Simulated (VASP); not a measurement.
Wanted: the native input for a VASP 6.6.1 run.

```yaml
Task: single point
Functional: r2SCAN
Potentials_or_basis: VASP PAW PBE potentials, release 64 (Ti_sv)
Cutoff: 550 eV
k_mesh: 24 × 24 × 24
Occupations: gaussian, width 0.15 eV
Spin: no spin polarisation
Dipole_correction: no
Further_INCAR_settings: ALGO = Normal; EDIFF = 1e-06; NBANDS = 19
```

The system is Ti.

```
CELL_PARAMETERS angstrom
0.00000 -2.05515 -2.05515
-2.05515 0.00000 -2.05515
2.05515 2.05515 -4.11030
ATOMIC_POSITIONS crystal
Ti 0.49473 0.49473 0.51580
Ti 0.00527 0.00527 0.98420
```

This cell differs from its parent crystal: atoms displaced along a vibrational mode.

These files were run (other wordings do the same):

POSCAR

```
Ti
1.0
    0.0000000000     -2.0551516167     -2.0551516167
   -2.0551516167      0.0000000000     -2.0551516167
    2.0551516167      2.0551516167     -4.1103032334
Ti
2
Direct
    0.4947325942      0.4947325942      0.5158022174
    0.0052674058      0.0052674058     -0.0158022174
```

INCAR.step1

```
PREC = Accurate
ENCUT = 550
ISMEAR = 0
SIGMA = 0.15
LREAL = False
LASPH = True
NELM = 120
NBANDS = 19
GGA = PE
ALGO = Normal
EDIFF = 1E-5
LWAVE = True
LCHARG = False
GGA_COMPAT = False
```

INCAR.step2

```
PREC = Accurate
ENCUT = 550
EDIFF = 1E-6
ISMEAR = 0
SIGMA = 0.15
LREAL = False
LASPH = True
NELM = 120
ALGO = Normal
ISIF = 2
LWAVE = False
LCHARG = True
METAGGA = R2SCAN
LMIXTAU = True
LELF = True
LVHAR = True
NBANDS = 19
ISTART = 1
GGA_COMPAT = False
```

KPOINTS

```
Automatic mesh
0
Gamma
  24 24 24
```

Potentials or basis: VASP PAW PBE potentials, release 64 (Ti_sv).

Run with:

```console
$ cat potpaw_PBE.64/Ti_sv/POTCAR > POTCAR
$ cp INCAR.step1 INCAR
$ mpirun -np 1 vasp_std > vasp.out
$ cp INCAR.step2 INCAR
$ mpirun -np 1 vasp_std > vasp.out
```

It gave:

The pressure is 1.4 GPa. The largest force is 0.531 eV/Å. The band gap on the k mesh is zero (bands 12 and 13 overlap by 1.52 eV).

Caveat: the cell differs from its parent crystal (atoms displaced along a vibrational mode); the PAW data sets were made with another functional, which shifts forces and pressure a little.

Run time: 58 min on 1 thread of Intel Xeon 8259CL, with other jobs on the host, peak memory 0.8 GiB.
